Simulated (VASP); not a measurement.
# Bi2Te3 (R3m) in VASP: notebook

The runs below take Bi2Te3 through single point, with PBE.

All numbers are computed with VASP 6.6.1; they aren't measurements. Logs are shortened: lines on timing, memory, paths and dates and some standing lists are left out, and cuts for length are marked.

**1. The cell of the first run**

It takes space group R3m (No. 160, trigonal). Conventional cell: a = 4.342 Å, b = 4.342 Å, c = 29.334 Å, α = 90.00°, β = 90.00°, γ = 120.00°. Within 3.9 Å of Bi (site symmetry 3m) lie 3 Te at 2.98 Å and 3 Bi at 3.37 Å. Bi (site symmetry 3m) has 9 Te at 3.22 to 4.60 Å and 9 Bi at 3.37 to 4.34 Å within 4.6 Å. Within 3.9 Å of Te (site symmetry 3m) lie 6 Te at 2.99 to 3.39 Å. Within 3.9 Å of Te (site symmetry 3m) lie 3 Bi at 2.98 Å and 3 Te at 3.39 Å. Te (site symmetry 3m) has 3 Te at 2.99 Å and 3 Bi at 3.22 Å within 3.9 Å.

**2. Single point, PBE**

The input, INCAR:

```
PREC = Accurate
ENCUT = 520
EDIFF = 1E-6
ISMEAR = -1
SIGMA = 0.1
LREAL = F
LASPH = T
NELM = 100
ALGO = Normal
ISIF = 2
LWAVE = F
LCHARG = F
GGA = PE
NBANDS = 32
```

The input, KPOINTS:

```
Automatic mesh
0
Gamma
  6 6 6
```

The input, POSCAR:

```
Bi2Te3
1.0
    2.1710605638      1.2534623326      9.7780468487
   -2.1710605638      1.2534623326      9.7780468487
    0.0000000000     -2.5069246653      9.7780468487
Bi Te
2 3
Direct
    0.1880000000      0.1880000000      0.1880000000
    0.5980000000      0.5980000000      0.5980000000
    0.3890000000      0.3890000000      0.3890000000
    0.8000000000      0.8000000000      0.8000000000
    0.0000000000      0.0000000000      0.0000000000
```

Potentials or basis: VASP PAW PBE potentials, release 64 (Bi_d, Te).

Started as:

```bash
$ cat potpaw_PBE.64/Bi_d/POTCAR potpaw_PBE.64/Te/POTCAR > POTCAR
$ mpirun -np 1 vasp_std > vasp.out
```

OUTCAR:

```text
PREC = Accurate
   ENCUT = 520
   EDIFF = 1E-6
   ISMEAR = -1
   LREAL = F
   LASPH = T
   NELM = 100
   ISIF = 2
   GGA = PE

 ion  position               nearest neighbor table
   1  0.188  0.188  0.188-   4 2.98   4 2.98   4 2.98   2 3.37   2 3.37   2 3.37
   2  0.598  0.598  0.598-   5 3.22   5 3.22   5 3.22   1 3.37   1 3.37   1 3.37
   3  0.389  0.389  0.389-   5 2.99   5 2.99   5 2.99   4 3.39   4 3.39   4 3.39
   4  0.800  0.800  0.800-   1 2.98   1 2.98   1 2.98   3 3.39   3 3.39   3 3.39
   5  0.000  0.000  0.000-   3 2.99   3 2.99   3 2.99   2 3.22   2 3.22   2 3.22

  LATTYP: Found a trigonal (rhomboedric) cell.
 ALAT       =    10.0942989834
 COS(alpha) =     0.9074829993

  Lattice vectors:

 A1 = (   2.1710605638,   1.2534623326,   9.7780468487)
 A2 = (  -2.1710605638,   1.2534623326,   9.7780468487)
 A3 = (   0.0000000000,  -2.5069246653,   9.7780468487)

Analysis of symmetry for initial positions (statically):
=====================================================================
 Subroutine PRICEL returns:
 Original cell was already a primitive cell.

 Routine SETGRP: Setting up the symmetry group for a
 trigonal (rhombohedral) supercell.

 Subroutine GETGRP returns: Found  6 space group operations
 (whereof  6 operations were pure point group operations)
 out of a pool of 12 trial point group operations.

The static configuration has the point symmetry C_3v.

Analysis of symmetry for dynamics (positions and initial velocities):
=====================================================================
 Subroutine PRICEL returns:
 Original cell was already a primitive cell.

 Routine SETGRP: Setting up the symmetry group for a
 trigonal (rhombohedral) supercell.

 Subroutine GETGRP returns: Found  6 space group operations
 (whereof  6 operations were pure point group operations)
 out of a pool of 12 trial point group operations.

The dynamic configuration has the point symmetry C_3v.

 Subroutine INISYM returns: Found  6 space group operations
 (whereof  6 operations are pure point group operations),
 and found     1 'primitive' translations

----------------------------------------------------------------------------------------

                                     Primitive cell

  volume of cell :     159.6565

  direct lattice vectors                    reciprocal lattice vectors
     2.171060564  1.253462333  9.778046849     0.230302189  0.132965038  0.034089971
    -2.171060564  1.253462333  9.778046849    -0.230302189  0.132965038  0.034089971
     0.000000000 -2.506924665  9.778046849     0.000000000 -0.265930076  0.034089971

  length of vectors
    10.094298983 10.094298983 10.094298958     0.268106184  0.268106184  0.268106194

  position of ions in fractional coordinates (direct lattice)
     0.188000000  0.188000000  0.188000000
     0.598000000  0.598000000  0.598000000
     0.389000000  0.389000000  0.389000000
     0.800000000  0.800000000  0.800000000
     0.000000000  0.000000000  0.000000000

  ion indices of the primitive-cell ions
   primitive index   ion index
                 1           1
                 2           2
                 3           3
                 4           4
                 5           5

----------------------------------------------------------------------------------------

 KPOINTS: Automatic mesh

Automatic generation of k-mesh.
 Grid dimensions read from file:
 generate k-points for:    6    6    6

 Generating k-lattice:

  Cartesian coordinates                     Fractional coordinates (reciprocal lattice)
     0.038383698  0.022160840  0.005681662     0.166666667 -0.000000000  0.000000000
    -0.038383698  0.022160840  0.005681662    -0.000000000  0.166666667  0.000000000
     0.000000000 -0.044321679  0.005681662     0.000000000  0.000000000  0.166666667

  Length of vectors
     0.044684364  0.044684364  0.044684366

  Shift w.r.t. Gamma in fractional coordinates (k-lattice)
     0.000000000  0.000000000  0.000000000

 Subroutine IBZKPT returns following result:
 ===========================================

 Found     32 irreducible k-points:

 Following reciprocal coordinates:
            Coordinates               Weight
  0.000000  0.000000  0.000000      1.000000
  0.166667  0.000000  0.000000      6.000000
  0.333333  0.000000  0.000000      6.000000
  0.500000  0.000000  0.000000      3.000000
  0.166667  0.166667  0.000000      6.000000
  0.333333  0.166667  0.000000     12.000000
[... 16 lines left out ...]
  0.500000  0.500000  0.166667      6.000000
 -0.333333  0.500000  0.166667     12.000000
 [... further k-points ...]
   k-points           NKPTS =     32   k-points in BZ     NKDIM =     32   number of bands    NBANDS=     32
   number of dos      NEDOS =    301   number of ions     NIONS =      5
   total plane-waves  NPLWV = 512000
   dimension x,y,z NGX =    80 NGY =   80 NGZ =   80
   dimension x,y,z NGXF=   160 NGYF=  160 NGZF=  160
   ions per type =               2   3
   NGX,Y,Z   is equivalent  to a cutoff of  13.18, 13.18, 13.18 a.u.
   NGXF,Y,Z  is equivalent  to a cutoff of  26.35, 26.35, 26.35 a.u.
 SYSTEM =  unknown system
   PREC   = accura    normal or accurate (medium, high low for compatibility)
   ISTART =      0    job   : 0-new  1-cont  2-samecut
   ICHARG =      2    charge: 1-file 2-atom 10-const
   ISPIN  =      1    spin polarized calculation?
   LNONCOLLINEAR =      F non collinear calculations
   LSORBIT =      F    spin-orbit coupling
   LASPH  =      T    aspherical Exc in radial PAW
   ENCUT  =  520.0 eV  38.22 Ry    6.18 a.u.  18.77 18.77 18.77*2*pi/ulx,y,z
   NELM   =    100;   NELMIN=  2; NELMDL= -5     # of ELM steps
   EDIFF  = 0.1E-05   stopping-criterion for ELM
   LREAL  =      F    real-space projection
   EDIFFG = 0.1E-04   stopping-criterion for IOM
   NSW    =      0    number of steps for IOM
   IBRION =     -1    ionic relax: 0-MD 1-quasi-New 2-CG
   NFREE  =      0    steps in history (QN), initial steepest desc. (CG)
   ISIF   =      2    stress and relaxation
   ISYM   =      2    0-nonsym 1-usesym 2-fastsym
   POTIM  = 0.5000    time-step for ionic-motion
   TEBEG  =    0.0;   TEEND  =   0.0 temperature during run
   PSTRESS=    0.0 pullay stress
   NELECT =      48.0000    total number of electrons
   NUPDOWN=      -1.0000    fix difference up-down
   EMIN   =  10.00;   EMAX   =-10.00  energy-range for DOS
   EFERMI =   0.00;   METHOD = LEGACY
   ISMEAR =    -1;   SIGMA  =   0.10  broadening in eV -4-tet -1-fermi 0-gaus
   EFERMI_NEDOS =   21; number of points for ismear=-14 and -15
   IALGO  =     38    algorithm
   IMIX   =      4    mixing-type and parameters
     AMIX     =   0.40;   BMIX     =  1.00
     AMIX_MAG =   1.60;   BMIX_MAG =  1.00
  volume/ion in A,a.u.               =      31.93       215.48
  Fermi-wavevector in a.u.,A,eV,Ry     =   1.096713  2.072487 16.364811  1.202780
  Thomas-Fermi vector in A             =   2.233060
   LORBIT       =      0    0 simple, 1 ext, 2 COOP (PROOUT), +10 PAW based schemes
   GGA     = PE    functional components
   LHFCALC =     F    Hartree Fock is set to
   AEXX    =    0.0000 exact exchange contribution
   IVDW    =     0    specifies the selected vdW correction
   LEPSILON=     F    determine dielectric tensor
   LRPA    =     F    only Hartree local field effects (RPA)
 non-spin polarized calculation
  energy-cutoff  :      520.00
  volume of cell :      159.66
 maximum number of plane-waves:      4320
 NGX is ok and might be reduce to    80
   NGX = 37   NGY = 37   NGZ = 37

 number of electron      47.9999998 magnetization

 Free energy of the ion-electron system (eV)
  ---------------------------------------------------
  ext. energy  EPLUGINS =         0.00000000
  ---------------------------------------------------
  free energy    TOTEN  =       -16.75921694 eV

  energy without entropy =      -16.70006244  energy(sigma->0) =      -16.72963969

 E-fermi :   7.1122     XC(G=0):  -9.6328

 val. band max:        7.0684739811   @ k =   0.0000   0.0000   0.0000
 cond. band min:       7.1508584867   @ k =   0.5000   0.1667   0.1667
 fundamental gap:      0.0823845056
 Fermi energy:         7.1122491830

 k-point     1 :       0.0000    0.0000    0.0000
  band No.  band energies     occupation
      1     -16.1045      2.00000
      2     -16.1045      2.00000
      3     -16.0712      2.00000
      4     -16.0712      2.00000
      5     -16.0673      2.00000
      6     -15.4731      2.00000
[... 24 lines left out ...]
     31      11.6340      0.00000
     32      11.9263      0.00000

 k-point     2 :       0.1667    0.0000    0.0000
  band No.  band energies     occupation
      1     -16.1060      2.00000
      2     -16.1015      2.00000
      3     -16.0724      2.00000
      4     -16.0701      2.00000
      5     -16.0647      2.00000
      6     -15.4758      2.00000
[... 24 lines left out ...]
     31      10.9079      0.00000
     32      11.8868      0.00000

 k-point     3 :       0.3333    0.0000    0.0000
  band No.  band energies     occupation
      1     -16.1094      2.00000
      2     -16.0968      2.00000
      3     -16.0749      2.00000
      4     -16.0668      2.00000
      5     -16.0590      2.00000
      6     -15.4842      2.00000
[... 24 lines left out ...]
     31      11.2874      0.00000
     32      11.8158      0.00000

 k-point     4 :       0.5000    0.0000    0.0000
  band No.  band energies     occupation
      1     -16.1112      2.00000
      2     -16.0952      2.00000
      3     -16.0761      2.00000
      4     -16.0645      2.00000
      5     -16.0560      2.00000
      6     -15.4885      2.00000
[... 654 lines left out ...]
     31      11.4882      0.00000
     32      12.5888      0.00000

 k-point    23 :       0.5000    0.5000    0.1667
  band No.  band energies     occupation
      1     -16.1094      2.00000
      2     -16.0968      2.00000
      3     -16.0749      2.00000
      4     -16.0668      2.00000
      5     -16.0590      2.00000
      6     -15.4842      2.00000
[... 24 lines left out ...]
     31      11.1070      0.00000
     32      11.7046      0.00000

 k-point    24 :      -0.3333    0.5000    0.1667
  band No.  band energies     occupation
      1     -16.1101      2.00000
      2     -16.0953      2.00000
      3     -16.0740      2.00000
      4     -16.0668      2.00000
      5     -16.0568      2.00000
      6     -15.4855      2.00000
[... 24 lines left out ...]
     31      11.7302      0.00000
     32      12.1585      0.00000

 [... further k-points ...]

------------------------ aborting loop because EDIFF is reached ----------------------------------------

  FORCE on cell =-STRESS in cart. coord.  units (eV):
  Direction    XX          YY          ZZ          XY          YZ          ZX
  --------------------------------------------------------------------------------------
  -------------------------------------------------------------------------------------
  Total        5.0310046      5.0310040      4.0571920     -0.0000000     -0.0000000      0.0000000
  in kB       50.4868997     50.4868942     40.7145418     -0.0000000     -0.0000000      0.0000000
  external PRESSURE =      47.2294453 kB  Pullay stress =       0.0000000 kB

 VOLUME and BASIS-vectors are now :
 -----------------------------------------------------------------------------
  energy-cutoff  :      520.00
  volume of cell :      159.66
      direct lattice vectors                 reciprocal lattice vectors
     2.171060564  1.253462333  9.778046849     0.230302189  0.132965038  0.034089971
    -2.171060564  1.253462333  9.778046849    -0.230302189  0.132965038  0.034089971
     0.000000000 -2.506924665  9.778046849     0.000000000 -0.265930076  0.034089971

 POSITION                                       TOTAL-FORCE (eV/Angst)
 -----------------------------------------------------------------------------------
      0.00000     -0.00000      5.51482         0.000000     -0.000000      1.149812
      0.00000     -0.00000     17.54182         0.000000     -0.000000      0.418534
      0.00000     -0.00000     11.41098         0.000000     -0.000000      1.006976
      0.00000     -0.00000     23.46731         0.000000      0.000000     -1.168829
      0.00000      0.00000      0.00000         0.000000      0.000000     -1.406492
 -----------------------------------------------------------------------------------
    total drift:                                0.000000      0.000001      0.001088

  FREE ENERGIE OF THE ION-ELECTRON SYSTEM (eV)
  ---------------------------------------------------
  free  energy   TOTEN  =       -16.7592169398 eV

  energy  without entropy=      -16.7000624406  energy(sigma->0) =      -16.72963969
```

Run time: 7 min. Hardware: 1 thread of Intel Xeon 6975P-C (Granite Rapids), shared host; peak memory 0.92 GiB.

Results:

```yaml
Free_energy: -16.7592 eV
Pressure: 4.7 GPa
Largest_force: 1.406 eV/Å
Band_gap_on_the_k_mesh: zero (bands 24 and 25 overlap by 0.09 eV)
```

Forces in eV/Å, atoms in the order of the input:
```
Bi   0.000  0.000  1.150
Bi   0.000  0.000  0.419
Te   0.000  0.000  1.007
Te   0.000  0.000 -1.169
Te   0.000  0.000 -1.406
```

Stress tensor (GPa, compression positive):
```
5.05 0.00 0.00
0.00 5.05 0.00
0.00 0.00 4.07
```

Levels at points of the mesh, in eV from the Fermi level:
```tsv
k point	band 20	band 21	band 22	band 23	band 24	band 25	band 26	band 27	band 28	band 29
(0.00, 0.00, 0.00)	-2.25	-2.25	-0.53	-0.53	-0.44	-0.04	0.25	0.25	2.22	2.22
(0.50, 0.00, 0.00)	-3.45	-3.45	-2.37	-0.37	-0.26	-0.13	0.43	2.57	2.75	3.30
(0.50, 0.50, 0.00)	-3.15	-2.37	-1.94	-1.19	-0.54	0.34	1.09	1.85	2.54	2.69
(0.50, 0.50, 0.50)	-2.22	-1.84	-0.84	-0.79	-0.79	0.44	0.88	0.88	1.66	1.66
```

Caveat: the cell stands under pressure; spin-orbit coupling is left out, which moves the levels of the heavy elements; forces of over 1 eV/Å act on the atoms, so gaps and moduli don't describe the material at rest.

**3. Single point, PBE**

This run uses another cell than the first one, of 32.94 Å³/atom.

The input, INCAR:

```
PREC     = Accurate       # precision mode
ENCUT    = 520            # plane-wave cutoff, eV
EDIFF    = 1E-7           # SCF threshold, eV
ISMEAR   = -1             # smearing method
SIGMA    = 0.1            # smearing width, eV
LREAL    = F              # projectors in reciprocal space
LASPH    = T              # aspherical terms in the spheres
NELM     = 100            # most SCF steps
ALGO     = Normal         # electronic algorithm
ISIF     = 2              # what is computed and relaxed
LWAVE    = F              # write WAVECAR
LCHARG   = F              # write CHGCAR
GGA      = PE             # functional
NBANDS   = 32             # bands
```

KPOINTS is that of step 2.

POSCAR: that of step 2 with these lines changed.

```diff
@@ -2,5 +2,5 @@
 1.0
-    2.1710605638      1.2534623326      9.7780468487
-   -2.1710605638      1.2534623326      9.7780468487
-    0.0000000000     -2.5069246653      9.7780468487
+    2.1936774057      1.2665201717      9.8799088342
+   -2.1936774057      1.2665201717      9.8799088342
+    0.0000000000     -2.5330403434      9.8799088342
 Bi Te
```

Potentials or basis: VASP PAW PBE potentials, release 64 (Bi_d, Te).

Started as:

```bash
$ cat potpaw_PBE.64/Bi_d/POTCAR potpaw_PBE.64/Te/POTCAR > POTCAR
$ mpirun -np 1 vasp_std > vasp.out
```

It took 11 min on 1 thread of Intel Xeon 6975P-C (Granite Rapids), shared host; peak memory 0.91 GiB.

The run converged. Its results:

| Item | Value |
| --- | --- |
| Free energy | -16.8780 eV |
| Pressure | 2.8 GPa |
| Largest force | 1.296 eV/Å |
| Band gap on the k mesh | zero (bands 24 and 25 overlap by 0.09 eV) |

Forces in eV/Å, atoms in the order of the input:
```
Bi   0.000  0.000  0.972
Bi   0.000  0.000  0.443
Te   0.000  0.000  0.842
Te   0.000  0.000 -0.961
Te   0.000  0.000 -1.296
```

Stress tensor (GPa, compression positive):
```
3.15 0.00 0.00
0.00 3.15 0.00
0.00 0.00 2.12
```

Levels at points of the mesh, in eV from the Fermi level:
| k point | band 22 | band 23 | band 24 | band 25 | band 26 | band 27 |
| --- | --- | --- | --- | --- | --- | --- |
| (0.00, 0.00, 0.00) | -0.48 | -0.48 | -0.45 | -0.06 | 0.27 | 0.27 |
| (0.50, 0.00, 0.00) | -2.26 | -0.33 | -0.25 | -0.13 | 0.44 | 2.56 |
| (0.50, 0.50, 0.00) | -1.87 | -1.12 | -0.51 | 0.35 | 1.12 | 1.79 |
| (0.50, 0.50, 0.50) | -0.87 | -0.73 | -0.73 | 0.43 | 0.87 | 0.87 |

Caveat: spin-orbit coupling is left out, which moves the levels of the heavy elements; forces of over 1 eV/Å act on the atoms, so gaps and moduli don't describe the material at rest.

**4. Single point, PBE**

This run uses another cell than the first one, of 33.95 Å³/atom.

The input, INCAR:

```
SYSTEM = Bi2Te3
PREC     = Accurate       ! precision mode
ENCUT    = 520            ! plane-wave cutoff, eV
EDIFF    = 1E-6           ! SCF threshold, eV
ISMEAR   = -1             ! smearing method
SIGMA    = 0.1            ! smearing width, eV
LREAL    = .FALSE.        ! projectors in reciprocal space
LASPH    = .TRUE.         ! aspherical terms in the spheres
NELM     = 60             ! most SCF steps
ALGO     = Normal         ! electronic algorithm
ISIF     = 2              ! what is computed and relaxed
LWAVE    = .FALSE.        ! write WAVECAR
LCHARG   = .FALSE.        ! write CHGCAR
GGA      = PE             ! functional
NBANDS   = 32             ! bands
```

The input, KPOINTS:

```
Automatic mesh
0
G
  6 6 6
  0 0 0
```

POSCAR: that of step 3 with these lines changed.

```diff
@@ -2,5 +2,5 @@
 1.0
-    2.1936774057      1.2665201717      9.8799088342
-   -2.1936774057      1.2665201717      9.8799088342
-    0.0000000000     -2.5330403434      9.8799088342
+    2.2158372632      1.2793141707      9.9797126481
+   -2.2158372632      1.2793141707      9.9797126481
+    0.0000000000     -2.5586283413      9.9797126481
 Bi Te
```

Started as:

```bash
$ cat potpaw_PBE.64/Bi_d/POTCAR potpaw_PBE.64/Te/POTCAR > POTCAR
$ mpirun -np 1 vasp_std > vasp.out
```

It took 8.4 min on 1 thread of Intel Xeon 6975P-C (Granite Rapids), shared host; peak memory 0.94 GiB.

The run converged. Its results:

- Free energy: -16.9408 eV
- Pressure: 1.2 GPa
- Largest force: 1.193 eV/Å
- Band gap on the k mesh: zero (bands 24 and 25 overlap by 0.09 eV)

Forces on the atoms (eV/Å):
```
Bi   0.000  0.000  0.811
Bi   0.000  0.000  0.463
Te   0.000  0.000  0.693
Te   0.000  0.000 -0.773
Te   0.000  0.000 -1.193
```

Stress tensor (GPa, compression positive):
```
1.53 0.00 0.00
0.00 1.53 0.00
0.00 0.00 0.45
```

Levels at points of the mesh, in eV from the Fermi level:
```
           k point  band 22  band 23  band 24  band 25  band 26  band 27
(0.00, 0.00, 0.00)    -0.47    -0.44    -0.44    -0.08     0.29     0.29
(0.50, 0.00, 0.00)    -2.16    -0.30    -0.25    -0.12     0.46     2.48
(0.50, 0.50, 0.00)    -1.80    -1.05    -0.48     0.36     1.13     1.73
(0.50, 0.50, 0.50)    -0.88    -0.68    -0.68     0.41     0.86     0.86
```

Caveat: spin-orbit coupling is left out, which moves the levels of the heavy elements; forces of over 1 eV/Å act on the atoms, so gaps and moduli don't describe the material at rest.

**5. Overview**

```csv
cell,gap on the mesh (eV),pressure (GPa),largest force (eV/Å)
"a = 10.094 Å, angles 24.8°, 5 atoms",none,4.7,1.41
"a = 10.199 Å, angles 24.8°, 5 atoms",none,2.8,1.30
"a = 10.302 Å, angles 24.8°, 5 atoms",none,1.2,1.19
```

Alike in all rows: task single point; level PBE; potentials or basis VASP PAW PBE potentials, release 64 (Bi_d, Te); no spin polarisation; k mesh 6 × 6 × 6; cutoff (eV) 520; smearing fermi-dirac 0.1 eV.

Caveats: spin-orbit coupling is left out, which moves the levels of the heavy elements; forces of over 1 eV/Å act on the atoms, so gaps and moduli don't describe the material at rest; the cell stands under pressure (at least some runs).

Total energies depend on the potentials used, so only differences within one code and one set of settings carry meaning.
